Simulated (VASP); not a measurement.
# InP (I-4m2) in VASP: single point with r2SCAN

Aim: the single point of InP with r2SCAN.

Program: VASP 6.6.1. These are calculated values, not measurements. Logs are shortened: lines on timing, memory, paths and dates and some standing lists are left out, and cuts for length are marked.

## 1. The cell of the first run

Symmetry: I-4m2, No. 119, tetragonal system. The conventional cell has a = 4.077 Å, b = 4.077 Å, c = 6.055 Å, α = 90.00°, β = 90.00°, γ = 90.00°. In (site symmetry -4m2) has 4 P at 2.54 Å within 3.4 Å. P (site symmetry -4m2) has 4 In at 2.54 Å within 3.4 Å.

## 2. Single point, r2SCAN

Input file POSCAR:

```
InP
1.0
    0.0000000000      2.8832256042      3.0273868844
    2.8832256042      0.0000000000      3.0273868844
    2.8832256042      2.8832256042      0.0000000000
In P
1 1
Direct
    0.0000000000      0.0000000000      0.0000000000
    0.7500000000      0.7500000000      0.7500000000
```

Input file INCAR.step1:

```
PREC = Accurate
ENCUT = 520
ISMEAR = 0
SIGMA = 0.05
LREAL = F
LASPH = T
NELM = 60
NBANDS = 16
GGA = PE
ALGO = Normal
EDIFF = 1E-4
LWAVE = T
LCHARG = F
```

Input file INCAR.step2:

```
PREC = Accurate
ENCUT = 520
EDIFF = 1E-6
ISMEAR = 0
SIGMA = 0.05
LREAL = F
LASPH = T
NELM = 60
ALGO = Normal
ISIF = 2
LWAVE = F
LCHARG = F
METAGGA = R2SCAN
LMIXTAU = T
NBANDS = 16
ISTART = 1
```

Input file KPOINTS:

```
regular mesh
0
Gamma
  10 10 10
```

Potentials or basis: VASP PAW PBE potentials, release 64 (In_d, P).

Run with:

```bash
cat potpaw_PBE.64/In_d/POTCAR potpaw_PBE.64/P/POTCAR > POTCAR
cp INCAR.step1 INCAR
mpirun -np 1 vasp_std > vasp.out
cp INCAR.step2 INCAR
mpirun -np 1 vasp_std > vasp.out
```

OUTCAR:

```text
PREC = Accurate
   ENCUT = 520
   EDIFF = 1E-6
   ISMEAR = 0
   LREAL = F
   LASPH = T
   NELM = 60
   ISIF = 2
   METAGGA = R2SCAN
   ISTART = 1

 ion  position               nearest neighbor table
   1  0.000  0.000  0.000-   2 2.54   2 2.54   2 2.54   2 2.54
   2  0.750  0.750  0.750-   1 2.54   1 2.54   1 2.54   1 2.54

  LATTYP: Found a body centered tetragonal cell.
 ALAT       =     4.0774967528
 C/A-ratio  =     1.4849242405

  Lattice vectors:

 A1 = (  -2.8832256042,   0.0000000000,   3.0273868844)
 A2 = (   2.8832256042,   0.0000000000,   3.0273868844)
 A3 = (   0.0000000000,   2.8832256042,  -3.0273868844)

Analysis of symmetry for initial positions (statically):
=====================================================================
 Subroutine PRICEL returns:
 Original cell was already a primitive cell.

 Routine SETGRP: Setting up the symmetry group for a
 body centered tetragonal supercell.

 Subroutine GETGRP returns: Found  8 space group operations
 (whereof  8 operations were pure point group operations)
 out of a pool of 16 trial point group operations.

The static configuration has the point symmetry D_2d.

Analysis of symmetry for dynamics (positions and initial velocities):
=====================================================================
 Subroutine PRICEL returns:
 Original cell was already a primitive cell.

 Routine SETGRP: Setting up the symmetry group for a
 body centered tetragonal supercell.

 Subroutine GETGRP returns: Found  8 space group operations
 (whereof  8 operations were pure point group operations)
 out of a pool of 16 trial point group operations.

The dynamic configuration has the point symmetry D_2d.

 Subroutine INISYM returns: Found  8 space group operations
 (whereof  8 operations are pure point group operations),
 and found     1 'primitive' translations

----------------------------------------------------------------------------------------

                                     Primitive cell

  volume of cell :      50.3333

  direct lattice vectors                    reciprocal lattice vectors
     0.000000000  2.883225604  3.027386884    -0.173416884  0.173416884  0.165158937
     2.883225604  0.000000000  3.027386884     0.173416884 -0.173416884  0.165158937
     2.883225604  2.883225604  0.000000000     0.173416884  0.173416884 -0.165158937

  length of vectors
     4.180677126  4.180677126  4.077496753     0.295676015  0.295676015  0.295676015

  position of ions in fractional coordinates (direct lattice)
     0.000000000  0.000000000  0.000000000
     0.750000000  0.750000000  0.750000000

  ion indices of the primitive-cell ions
   primitive index   ion index
                 1           1
                 2           2

----------------------------------------------------------------------------------------

 KPOINTS: regular mesh

Automatic generation of k-mesh.
 Grid dimensions read from file:
 generate k-points for:   10   10   10

 Generating k-lattice:

  Cartesian coordinates                     Fractional coordinates (reciprocal lattice)
    -0.017341688  0.017341688  0.016515894     0.100000000  0.000000000  0.000000000
     0.017341688 -0.017341688  0.016515894     0.000000000  0.100000000  0.000000000
     0.017341688  0.017341688 -0.016515894     0.000000000  0.000000000  0.100000000

  Length of vectors
     0.029567601  0.029567601  0.029567601

  Shift w.r.t. Gamma in fractional coordinates (k-lattice)
     0.000000000  0.000000000  0.000000000

 Subroutine IBZKPT returns following result:
 ===========================================

 Found    102 irreducible k-points:

 Following reciprocal coordinates:
            Coordinates               Weight
  0.000000  0.000000  0.000000      1.000000
  0.100000  0.000000  0.000000      8.000000
  0.200000  0.000000  0.000000      8.000000
  0.300000  0.000000  0.000000      8.000000
  0.400000  0.000000  0.000000      8.000000
  0.500000  0.000000  0.000000      4.000000
[... 16 lines left out ...]
  0.300000  0.300000  0.000000      2.000000
  0.400000  0.300000  0.000000      8.000000
 [... further k-points ...]
   k-points           NKPTS =    102   k-points in BZ     NKDIM =    102   number of bands    NBANDS=     16
   number of dos      NEDOS =    301   number of ions     NIONS =      2
   total plane-waves  NPLWV =  30720
   dimension x,y,z NGX =    32 NGY =   32 NGZ =   30
   dimension x,y,z NGXF=    64 NGYF=   64 NGZF=   60
   ions per type =               1   1
   NGX,Y,Z   is equivalent  to a cutoff of  12.72, 12.72, 12.23 a.u.
   NGXF,Y,Z  is equivalent  to a cutoff of  25.45, 25.45, 24.46 a.u.
 SYSTEM =  unknown system
   PREC   = accura    normal or accurate (medium, high low for compatibility)
   ISTART =      1    job   : 0-new  1-cont  2-samecut
   ICHARG =      0    charge: 1-file 2-atom 10-const
   ISPIN  =      1    spin polarized calculation?
   LNONCOLLINEAR =      F non collinear calculations
   LSORBIT =      F    spin-orbit coupling
   LASPH  =      T    aspherical Exc in radial PAW
   ENCUT  =  520.0 eV  38.22 Ry    6.18 a.u.   7.77  7.77  7.58*2*pi/ulx,y,z
   NELM   =     60;   NELMIN=  2; NELMDL=  0     # of ELM steps
   EDIFF  = 0.1E-05   stopping-criterion for ELM
   LREAL  =      F    real-space projection
   EDIFFG = 0.1E-04   stopping-criterion for IOM
   NSW    =      0    number of steps for IOM
   IBRION =     -1    ionic relax: 0-MD 1-quasi-New 2-CG
   NFREE  =      0    steps in history (QN), initial steepest desc. (CG)
   ISIF   =      2    stress and relaxation
   ISYM   =      2    0-nonsym 1-usesym 2-fastsym
   POTIM  = 0.5000    time-step for ionic-motion
   TEBEG  =    0.0;   TEEND  =   0.0 temperature during run
   PSTRESS=    0.0 pullay stress
   NELECT =      18.0000    total number of electrons
   NUPDOWN=      -1.0000    fix difference up-down
   EMIN   =  10.00;   EMAX   =-10.00  energy-range for DOS
   EFERMI =   0.00;   METHOD = LEGACY
   ISMEAR =     0;   SIGMA  =   0.05  broadening in eV -4-tet -1-fermi 0-gaus
   EFERMI_NEDOS =   21; number of points for ismear=-14 and -15
   IALGO  =     38    algorithm
   IMIX   =      4    mixing-type and parameters
     AMIX     =   0.40;   BMIX     =  1.00
     AMIX_MAG =   1.60;   BMIX_MAG =  1.00
  volume/ion in A,a.u.               =      25.17       169.83
  Fermi-wavevector in a.u.,A,eV,Ry     =   1.162021  2.195901 18.371846  1.350293
  Thomas-Fermi vector in A             =   2.298587
   LORBIT       =      0    0 simple, 1 ext, 2 COOP (PROOUT), +10 PAW based schemes
   METAGGA = R2SCAN    functional components
   LHFCALC =     F    Hartree Fock is set to
   AEXX    =    0.0000 exact exchange contribution
   IVDW    =     0    specifies the selected vdW correction
   LEPSILON=     F    determine dielectric tensor
   LRPA    =     F    only Hartree local field effects (RPA)
 non-spin polarized calculation
 Gauss-broadening in eV      SIGMA  =   0.05
  energy-cutoff  :      520.00
  volume of cell :       50.33
 maximum number of plane-waves:      1379
   NGX = 15   NGY = 15   NGZ = 15

 number of electron      18.0000004 magnetization

 Free energy of the ion-electron system (eV)
  ---------------------------------------------------
  ext. energy  EPLUGINS =         0.00000000
  ---------------------------------------------------
  free energy    TOTEN  =       -32.28115100 eV

  energy without entropy =      -32.28115100  energy(sigma->0) =      -32.28115100

 E-fermi :   5.3343     XC(G=0):  -9.8837

 val. band max:        5.0969301080   @ k =   0.0000   0.0000   0.0000
 cond. band min:       6.1672444445   @ k =   0.0000   0.0000   0.0000
 fundamental gap:      1.0703143365
 Fermi energy:         5.3342902980

 k-point     1 :       0.0000    0.0000    0.0000
  band No.  band energies     occupation
      1      -9.6596      2.00000
      2      -9.6369      2.00000
      3      -9.6369      2.00000
      4      -9.4700      2.00000
      5      -9.4642      2.00000
      6      -6.9827      2.00000
[... 8 lines left out ...]
     15      14.5615      0.00000
     16      15.3306      0.00000

 k-point     2 :       0.1000    0.0000    0.0000
  band No.  band energies     occupation
      1      -9.6641      2.00000
      2      -9.6413      2.00000
      3      -9.6318      2.00000
      4      -9.4705      2.00000
      5      -9.4634      2.00000
      6      -6.8613      2.00000
[... 8 lines left out ...]
     15      14.7610      0.00000
     16      14.7707      0.00000

 k-point     3 :       0.2000    0.0000    0.0000
  band No.  band energies     occupation
      1      -9.6954      2.00000
      2      -9.6326      2.00000
      3      -9.6192      2.00000
      4      -9.4710      2.00000
      5      -9.4604      2.00000
      6      -6.5134      2.00000
[... 8 lines left out ...]
     15      14.2055      0.00000
     16      15.0176      0.00000

 k-point     4 :       0.3000    0.0000    0.0000
  band No.  band energies     occupation
      1      -9.7360      2.00000
      2      -9.6193      2.00000
      3      -9.6057      2.00000
      4      -9.4694      2.00000
      5      -9.4539      2.00000
      6      -5.9950      2.00000
[... 8 lines left out ...]
     15      14.3657      0.00000
     16      14.6829      0.00000
[... 324 lines left out ...]
 k-point    22 :      -0.2000    0.2000    0.0000
  band No.  band energies     occupation
      1      -9.7481      2.00000
      2      -9.6089      2.00000
      3      -9.5983      2.00000
      4      -9.4791      2.00000
      5      -9.4507      2.00000
      6      -5.7972      2.00000
[... 8 lines left out ...]
     15      15.9952      0.00000
     16      16.6428      0.00000

 k-point    23 :       0.3000    0.3000    0.0000
  band No.  band energies     occupation
      1      -9.7925      2.00000
      2      -9.5681      2.00000
      3      -9.5681      2.00000
      4      -9.4895      2.00000
      5      -9.4497      2.00000
      6      -5.7386      2.00000
[... 8 lines left out ...]
     15      16.0025      0.00000
     16      18.5736      0.00000

 k-point    24 :       0.4000    0.3000    0.0000
  band No.  band energies     occupation
      1      -9.8118      2.00000
      2      -9.5597      2.00000
      3      -9.5551      2.00000
      4      -9.4921      2.00000
      5      -9.4471      2.00000
      6      -5.3151      2.00000
[... 8 lines left out ...]
     15      16.3256      0.00000
     16      18.3929      0.00000

 [... further k-points ...]
[... 5 lines left out ...]
  --------------------------------------------------------------------------------------
  -------------------------------------------------------------------------------------
  Total        0.7262770      0.7262770     -0.0231656      0.0000000      0.0000000      0.0000000
  in kB       23.1183967     23.1183967     -0.7373919      0.0000000      0.0000000      0.0000000
  external PRESSURE =      15.1664672 kB  Pullay stress =       0.0000000 kB

 VOLUME and BASIS-vectors are now :
 -----------------------------------------------------------------------------
  energy-cutoff  :      520.00
  volume of cell :       50.33
      direct lattice vectors                 reciprocal lattice vectors
     0.000000000  2.883225604  3.027386884    -0.173416884  0.173416884  0.165158937
     2.883225604  0.000000000  3.027386884     0.173416884 -0.173416884  0.165158937
     2.883225604  2.883225604  0.000000000     0.173416884  0.173416884 -0.165158937

 POSITION                                       TOTAL-FORCE (eV/Angst)
 -----------------------------------------------------------------------------------
      0.00000      0.00000      0.00000         0.000000      0.000000     -0.000000
      4.32484      4.32484      4.54108        -0.000000     -0.000000      0.000000
 -----------------------------------------------------------------------------------
    total drift:                               -0.000030     -0.000030     -0.000020

  FREE ENERGIE OF THE ION-ELECTRON SYSTEM (eV)
  ---------------------------------------------------
  free  energy   TOTEN  =       -32.2811510047 eV

  energy  without entropy=      -32.2811510047  energy(sigma->0) =      -32.28115100
```

Run time: 5.6 min. Hardware: 1 thread of Intel Xeon 8259CL, shared host; peak memory 0.23 GiB.

What came out:

```
Free energy            : -32.2812 eV
Pressure               : 1.5 GPa
Band gap on the k mesh : 1.07 eV
```

Levels at points of the mesh, in eV from the valence-band top:
```tsv
k point	band 6	band 7	band 8	band 9	band 10	band 11	band 12	band 13
(0.00, 0.00, 0.00)	-12.08	-0.26	0.00	0.00	1.07	4.34	4.34	4.43
(0.50, 0.00, 0.00)	-10.27	-5.96	-1.26	-0.92	1.74	4.95	5.26	7.49
(0.50, 0.50, 0.00)	-9.72	-6.17	-2.30	-2.30	2.12	2.78	9.46	10.26
(0.50, 0.00, 0.50)	-9.54	-5.85	-2.59	-2.57	1.83	2.31	9.93	9.96
```

Caveat: the PAW data sets were made with another functional, which shifts forces and pressure a little; spin-orbit coupling is left out, which moves the levels of the heavy elements.
